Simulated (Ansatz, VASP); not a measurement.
**One calculation of Si6Ru, two programs**

```xyz
7
Lattice="3.8014 0.0000 0.0000 0.0000 3.8014 0.0000 0.0000 0.0000 7.7724" Properties=species:S:1:pos:R:3 pbc="T T T"
Si    0.0000    1.9007    3.8862
Si    1.9007    0.0000    3.8862
Si    0.0000    1.9007    6.2819
Si    1.9007    0.0000    6.2819
Si    0.0000    1.9007    1.4905
Si    1.9007    0.0000    1.4905
Ru    0.0000    0.0000    0.0000
```

Alike in both runs: functional PBE; k mesh 8 × 8 × 4; occupations gaussian, width 0.1 eV; no spin polarisation.

Ansatz relaxed the structure, and its values are those at the end. VASP's run is a single point on that final structure, the one shown.

```csv
,VASP,Ansatz
version,VASP 6.6.1,Ansatz 0.2.0
potentials or method,"VASP PAW PBE potentials, release 64 (Si, Ru_pv), cutoff 520 eV","scalar-relativistic, plane waves, PAW"
valence electrons in the cell,38,40
```

```tsv
	VASP	Ansatz	Ansatz less VASP
gap on the k mesh at the Fermi level (eV)	none	none	-
pressure (GPa)	0.0	0.0	+0.04
```

A gap of «none» marks a metal or a gap that the smearing closes. With one functional, cell and mesh, what is left measures potentials, basis and numerics. VASP's potentials hold 38 valence electrons a cell and Ansatz's 40, so a difference there can come from the potentials and not from the codes.
